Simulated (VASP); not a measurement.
Set up this calculation in VASP 6.6.1, as the native input.

```
Task                   : single point
Functional             : PBEsol
Potentials or basis    : VASP PAW PBE potentials, release 64 (Sb)
Cutoff                 : 520 eV
k mesh                 : 18 × 18 × 10
Occupations            : gaussian, width 0.15 eV
Spin                   : no spin polarisation
Dipole correction      : no
Further INCAR settings : ALGO = Normal; EDIFF = 1e-06; NBANDS = 12
```

The structure of Sb lies in POSCAR:

```
Sb
1.0
    3.2679301741      0.0000000000      0.0000000000
   -1.6339650871      3.0051689330      0.0000000000
    0.0000000000      0.0000000000      5.3300000000
Sb
2
Direct
    0.3333333333      0.6666666667      0.2500000000
    0.6666666667      0.3333333333      0.7500000000
```

This cell differs from its parent crystal: strain -0.0300 x Voigt [1, -1, 0, 0, 0, 0].

One way to write it, as run:

INCAR

```
PREC     = Accurate       # precision mode
ENCUT    = 520            # plane-wave cutoff, eV
EDIFF    = 1E-6           # SCF threshold, eV
ISMEAR   = 0              # smearing method
SIGMA    = 0.15           # smearing width, eV
LREAL    = False          # projectors in reciprocal space
LASPH    = True           # aspherical terms in the spheres
NELM     = 100            # most SCF steps
ALGO     = Normal         # electronic algorithm
ISIF     = 2              # what is computed and relaxed
LWAVE    = False          # write WAVECAR
LCHARG   = True           # write CHGCAR
GGA      = PS             # functional
LELF     = True           # ELF
LVHAR    = True         
NBANDS   = 12             # bands
```

KPOINTS

```
Automatic mesh
0
Gamma
  18 18 10
```

Potentials or basis: VASP PAW PBE potentials, release 64 (Sb).

Command:

```bash
$ cat potpaw_PBE.64/Sb/POTCAR > POTCAR
$ mpirun -np 1 vasp_std > vasp.out
```

It gave:

The pressure is 0.0 GPa, the largest force is 0.056 eV/Å and the band gap on the k mesh is zero (bands 5 and 6 overlap by 7.23 eV).

Caveat: the cell differs from its parent crystal (strain -0.0300 x Voigt [1, -1, 0, 0, 0, 0]); the PAW data sets were made with another functional, which shifts forces and pressure a little; spin-orbit coupling is left out, which moves the levels of the heavy elements.

It took 2.1 min on 1 thread of Intel(R) Xeon(R) 6975P-C (Granite Rapids) (shared host), peak memory 0.4 GiB.
